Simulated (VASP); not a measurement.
Here is a VASP 6.6.1 calculation.

File INCAR:

```
SYSTEM = K
ALGO = Normal
EDIFF = 1E-7
ENCUT = 520
GGA = PE
ISIF = 2
ISMEAR = 0
LASPH = .True.
LCHARG = .False.
LREAL = .False.
LWAVE = .False.
NBANDS = 10
NELM = 60
PREC = Accurate
SIGMA = 0.15
```

Contents of KPOINTS:

```
k-points
0
Gamma
  12 12 12
  0 0 0
```

Contents of POSCAR:

```
K
1.0
    4.1811263053      0.0000000000      0.0000000000
    0.0000000000      4.1811263053      0.0000000000
    0.0000000000      0.0000000000      4.1811263053
K
1
Direct
    0.0000000000      0.0000000000      0.0000000000
```

Potentials or basis: VASP PAW PBE potentials, release 64 (K_sv).

Launch:

```sh
$ cat potpaw_PBE.64/K_sv/POTCAR > POTCAR
$ mpirun -np 1 vasp_std > vasp.out
```

**Question.** What does it give for the pressure?

**Answer.** 0.3 GPa.

Caveat: the cell differs from its parent crystal (strain -0.030 along x and y, -0.030 along z).
